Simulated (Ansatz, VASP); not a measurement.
**One calculation of Al3BN2, two programs**

```
Al B N
1.0
    -2.71806    2.71806    3.17930
     2.71806   -2.71806    3.17930
     2.71806    2.71806   -3.17930
Al B N
3 1 2
Direct
  0.50000 0.00000 0.50000
  0.00000 0.50000 0.50000
  0.00000 0.00000 0.00000
  0.50000 0.50000 0.00000
  0.29001 0.29001 0.00000
  0.70999 0.70999 0.00000
```

Alike in both runs: functional PBE; k mesh 10 × 10 × 10; occupations gaussian, width 0.1 eV; no spin polarisation.

Ansatz relaxed the structure, and its values are those at the end. VASP's run is a single point on that final structure, the one shown.

|  | VASP | Ansatz |
| --- | --- | --- |
| version | VASP 6.6.1 | Ansatz 0.2.0 |
| potentials or method | VASP PAW PBE potentials, release 64 (Al, B, N), cutoff 520 eV | scalar-relativistic, plane waves, PAW |
| valence electrons in the cell | 22 | 22 |

```tsv
	VASP	Ansatz	Ansatz less VASP
gap on the k mesh at the Fermi level (eV)	none	none	-
pressure (GPa)	-0.1	0.0	+0.12
```

A gap of «none» marks a metal or a gap that the smearing closes.
